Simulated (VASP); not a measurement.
MgBr3:

```
Mg Br
1.0
     4.70180    0.00000    0.00000
     0.00000    4.70180    0.00000
     0.00000    0.00000    4.65348
Mg Br
1 3
Cartesian
  0.0000 0.0000 0.0000
  0.0000 2.3509 2.3267
  2.3509 0.0000 2.3267
  2.3509 2.3509 0.0000
```

| Item | Value |
| --- | --- |
| Program | VASP 6.6.1 |
| Task | relaxation of cell and atoms |
| Functional | PBE |
| Potentials or basis | VASP PAW PBE potentials, release 64 (Mg, Br) |
| Cutoff | 600 eV |
| k mesh | 10 × 10 × 10 |
| Occupations | gaussian, width 0.1 eV |
| Spin | no spin polarisation |

At the start: pressure 0.8 GPa; volume 25.72 Å³/atom.

Question: Where does the relaxation end?

Answer: Over 15 steps the energy falls by 31.1 meV/atom and the volume is 26.04 Å³/atom (+1.3 %); space group Pm-3m (No. 221, to 0.1 Å) before, P4/mmm (No. 123, to 0.1 Å).

Step by step:
```
step  energy change (eV)  largest force (eV/Å)  pressure (GPa)  volume (Å³)
   1              0.0000                0.0000            0.84       102.87
   2             -0.0072                0.0000            0.15       104.89
   3             -0.0078                0.0000           -0.07       105.61
   4             -0.0101                0.0000           -0.10       105.71
   5             -0.0207                0.0000           -0.21       105.98
   6             -0.0533                0.0000           -0.43       106.43
   7             -0.1104                0.0000           -0.76       107.00
   8             -0.1163                0.0000           -0.85       107.10
   9             -0.1160                0.0000           -0.83       107.09
  10             -0.1178                0.0000           -0.76       106.80
  11             -0.1205                0.0000           -0.55       105.91
  12             -0.1205                0.0000           -0.51       105.77
  13             -0.1218                0.0000           -0.42       105.47
  14             -0.1240                0.0000           -0.13       104.58
  15             -0.1242                0.0000            0.01       104.16
```

Final structure:
```
Mg Br
1.0
     5.03573    0.00000    0.00000
     0.00000    5.03573    0.00000
     0.00000    0.00000    4.10755
Mg Br
1 3
Direct
  0.00000 0.00000 0.00000
  0.00000 0.50000 0.50000
  0.50000 0.00000 0.50000
  0.50000 0.50000 0.00000
```

Caveat: an odd number of electrons without spin polarisation forces a metal; a magnetic or distorted state may lie lower.
